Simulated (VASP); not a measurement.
Input of a VASP 6.6.1 run:

Contents of INCAR:

```
PREC = Accurate ; ENCUT = 520
EDIFF = 1E-8 ; ISMEAR = 0
SIGMA = 0.01 ; LREAL = F
LASPH = T ; NELM = 80
ALGO = Normal ; ISIF = 2
LWAVE = F ; LCHARG = F
GGA = PS ; NBANDS = 11
IBRION = 8 ; NSW = 1
LEPSILON = T
```

The input KPOINTS:

```
regular mesh
0
Gamma
  8 8 8
```

POSCAR

```
SiC
1.0
    0.0000000000      2.1783973946      2.1783973946
    2.1783973946      0.0000000000      2.1783973946
    2.1783973946      2.1783973946      0.0000000000
Si C
1 1
Direct
    0.2500000000      0.2500000000      0.2500000000
    0.0000000000      0.0000000000      0.0000000000
```

Potentials or basis: VASP PAW PBE potentials, release 64 (Si, C).

Launch:

```console
$ cat potpaw_PBE.64/Si/POTCAR potpaw_PBE.64/C/POTCAR > POTCAR
$ mpirun -np 1 vasp_std > vasp.out
```

Q: What does it give for the electronic dielectric tensor (diagonal)?

A: 7.23.

Q: What does it give for the Born charges (mean of the diagonal)?

A: Si +2.71; C -2.71 e.

Q: Estimate the highest phonon frequency at Γ, LO-TO splitting left out.

A: 788 cm⁻¹.

Electronic dielectric tensor:
```
7.23 0.00 0.00
0.00 7.23 0.00
0.00 0.00 7.23
```
